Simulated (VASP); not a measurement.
**In2PN: single point with r2SCAN+rVV10**

In2PN:

```xyz
4
Lattice="3.8622 0.0000 0.0000 0.0000 3.8622 0.0000 0.0000 0.0000 5.4271" Properties=species:S:1:pos:R:3 pbc="T T T"
N     0.0000    0.0000    0.0000
In    0.0000    1.9311    4.2969
In    1.9311    0.0000    1.1302
P     1.9311    1.9311    2.7135
```

| Quantity | Value |
| --- | --- |
| Program | VASP 6.6.1 |
| Task | single point |
| Functional | r2SCAN |
| Dispersion | rVV10 |
| Potentials or basis | VASP PAW PBE potentials, release 64 (N, In_d, P) |
| Cutoff | 660 eV |
| k mesh | 4 × 4 × 4 |
| Occupations | fermi-dirac, width 0.02 eV |
| Spin | no spin polarisation |

```yaml
Pressure: -0.6 GPa
Largest_force: 0.006 eV/Å
Band_gap_on_the_k_mesh: zero (filled and empty bands touch)
```

Forces in eV/Å, atoms in the order of the input:
```
N    0.000  0.000  0.000
In   0.000  0.000 -0.006
In   0.000  0.000  0.006
P    0.000  0.000  0.000
```

Stress tensor (GPa, compression positive):
```
-0.45  0.00  0.00
 0.00 -0.45  0.00
 0.00  0.00 -0.80
```

Levels at points of the mesh, in eV from the Fermi level:
```
           k point  band 16  band 17  band 18  band 19  band 20  band 21
(0.00, 0.00, 0.00)    -0.71    -0.33     0.00     0.00     3.18     3.65
(0.50, 0.00, 0.00)    -2.74    -2.01    -0.33     3.01     3.52     4.73
(0.50, 0.50, 0.00)    -2.53    -2.53    -2.38     1.63     2.39     3.55
(0.00, 0.00, 0.50)    -2.38    -0.70    -0.70     2.17     3.81     4.15
(0.50, 0.00, 0.50)    -1.26    -1.14    -0.23     0.80     3.64     5.63
(0.50, 0.50, 0.50)    -3.21    -3.21    -3.01     4.05     4.42     4.42
```

Wall time 11 min on 1 thread of Intel Xeon 8259CL (shared host), peak memory 0.44 GiB.

Caveat: the k points lie up to 0.41 Å⁻¹ apart; semilocal functionals underestimate gaps, so a narrow gap can read as zero; the PAW data sets were made with another functional, which shifts forces and pressure a little; spin-orbit coupling is left out, which moves the levels of the heavy elements.
